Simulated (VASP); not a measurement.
A run of VASP 6.6.1 is set up as follows.

File INCAR:

```
ALGO = Normal
EDIFF = 1E-6
ENCUT = 520
ISIF = 2
ISMEAR = 0
LASPH = True
LCHARG = False
LREAL = False
LWAVE = False
NBANDS = 36
NELM = 80
PREC = Accurate
SIGMA = 0.05
```

The input KPOINTS:

```
k-points
0
Gamma
  4 4 4
```

The input POSCAR:

```
MgO
1.0
    5.5230736673      0.0000000000      0.0000000000
    0.0000000000      5.5230736673      0.0000000000
    0.0000000000      0.0000000000      5.5230736673
Mg O
6 6
Direct
    0.2500000000     -0.0157068425      0.5000000000
    0.0000000000      0.5157068425      0.2500000000
    0.5000000000      0.7500000000      0.0000000000
    0.7500000000     -0.0157068425      0.5000000000
    0.0000000000      0.5157068425      0.7500000000
    0.5000000000      0.2500000000      0.0000000000
    0.2500000000      0.5049282547      0.0000000000
    0.5000000000     -0.0049282547      0.2500000000
    0.0000000000      0.7500000000      0.5000000000
    0.7500000000      0.5049282547      0.0000000000
    0.5000000000     -0.0049282547      0.7500000000
    0.0000000000      0.2500000000      0.5000000000
```

Potentials or basis: VASP PAW LDA potentials, release 64 (Mg, O).

Launch:

```bash
$ cat potpaw_LDA.64/Mg/POTCAR potpaw_LDA.64/O/POTCAR > POTCAR
$ mpirun -np 1 vasp_std > vasp.out
```

Q: Predict the largest force.

A: 1.279 eV/Å.

Q: Estimate the band gap on the k mesh.

A: 2.78 eV (least direct gap 2.79 eV).

Forces in eV/Å, atoms in the order of the input:
```
Mg   0.163  1.269  0.000
Mg   0.000 -1.269 -0.163
Mg   0.000  0.000  0.000
Mg  -0.163  1.269  0.000
Mg   0.000 -1.269  0.163
Mg   0.000  0.000  0.000
O   -0.024 -0.016  0.000
O    0.000  0.016  0.024
O    0.000  0.000  0.000
O    0.024 -0.016  0.000
O    0.000  0.016 -0.024
O    0.000  0.000  0.000
```

Caveat: the cell differs from its parent crystal (atoms displaced along a vibrational mode); forces of over 1 eV/Å act on the atoms, so gaps and moduli don't describe the material at rest. A k mesh can miss the band edges.
